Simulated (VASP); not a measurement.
NbVH4: relaxation of volume and atoms at fixed shape with LDA

Crystal: NbVH4.

```
CELL_PARAMETERS angstrom
3.11827 0.00000 0.00000
0.00000 3.11827 0.00000
0.00000 0.00000 4.40987
ATOMIC_POSITIONS crystal
Nb 0.00000 0.00000 0.00000
V 0.50000 0.50000 0.50000
H 0.50000 0.00000 0.72658
H 0.00000 0.50000 0.27342
H 0.00000 0.50000 0.72658
H 0.50000 0.00000 0.27342
```

```json
{
  "Program": "VASP 6.6.1",
  "Task": "relaxation of volume and atoms at fixed shape",
  "Functional": "LDA",
  "Potentials or basis": "VASP PAW LDA potentials, release 64 (Nb_sv, V_sv, H)",
  "Cutoff": "600 eV",
  "k mesh": "7 × 7 × 5",
  "Occupations": "methfessel-paxton, width 0.1 eV",
  "Spin": "collinear spin, ferromagnetic start",
  "Starting moments": "[0.0, 1.5, 0.0, 0.0, 0.0, 0.0] μB",
  "Dipole correction": "no",
  "Further INCAR settings": "ALGO = Normal; EDIFF = 1e-06; IBRION = 2; EDIFFG = -0.02; NSW = 80; ISIF = 8"
}
```

```json
{
 "Relaxed volume": "6.73 Å³/atom",
 "Relaxed cell": "a = 3.057 Å, b = 3.057 Å, c = 4.323 Å, α = 90.00°, β = 90.00°, γ = 90.00°",
 "Space group after relaxing (to 0.05 Å)": "P4/mmm (No. 123)",
 "Energy gained by relaxing": "14.6 meV/atom",
 "Ionic steps": "6",
 "Pressure after relaxing": "-0.2 GPa",
 "Band gap on the k mesh": "zero (filled and empty bands overlap)",
 "Net moment": "0.00 μB per cell",
 "Valence electrons inside the program's atomic spheres": "Nb 10.77; V 11.73; H 0.60"
}
```

Stress tensor (GPa, compression positive):
```
-0.97  0.00  0.00
 0.00 -0.97  0.00
 0.00  0.00  1.21
```

Step by step:
| step | energy change (eV) | largest force (eV/Å) | pressure (GPa) | volume (Å³) |
| --- | --- | --- | --- | --- |
| 1 | 0.0000 | 0.0262 | -10.70 | 42.88 |
| 2 | -0.0847 | 0.0586 | 2.06 | 39.99 |
| 3 | -0.0873 | 0.0451 | 0.02 | 40.39 |
| 4 | -0.0872 | 0.0440 | -0.28 | 40.44 |
| 5 | -0.0875 | 0.0280 | -0.26 | 40.43 |
| 6 | -0.0878 | 0.0015 | -0.25 | 40.41 |

Final structure:
```cif
data_structure
_symmetry_space_group_name_H-M 'P 1'
_symmetry_Int_Tables_number 1
_cell_length_a 3.0572
_cell_length_b 3.0572
_cell_length_c 4.3235
_cell_angle_alpha 90.000
_cell_angle_beta 90.000
_cell_angle_gamma 90.000
_cell_volume 40.41
loop_
_atom_site_label
_atom_site_type_symbol
_atom_site_fract_x
_atom_site_fract_y
_atom_site_fract_z
_atom_site_occupancy
Nb1 Nb 0.00000 0.00000 0.00000 1
V1 V 0.50000 0.50000 0.50000 1
H1 H 0.50000 0.00000 0.72545 1
H2 H 0.00000 0.50000 0.27455 1
H3 H 0.00000 0.50000 0.72545 1
H4 H 0.50000 0.00000 0.27455 1
```

Levels at points of the mesh, in eV from the Fermi level:
Spin up:
```
           k point  band 11  band 12  band 13  band 14  band 15  band 16  band 17  band 18  band 19  band 20
(0.00, 0.00, 0.00)    -5.05    -4.26    -1.27    -1.16    -1.16     0.19     0.88     1.03     2.46     2.46
```
Spin down:
| k point | band 13 | band 14 | band 15 | band 16 | band 17 | band 18 |
| --- | --- | --- | --- | --- | --- | --- |
| (0.00, 0.00, 0.00) | -1.27 | -1.16 | -1.16 | 0.19 | 0.88 | 1.03 |

Wall time 5.2 min on 1 thread of Intel Xeon 6975P-C (shared host), peak memory 0.21 GiB.
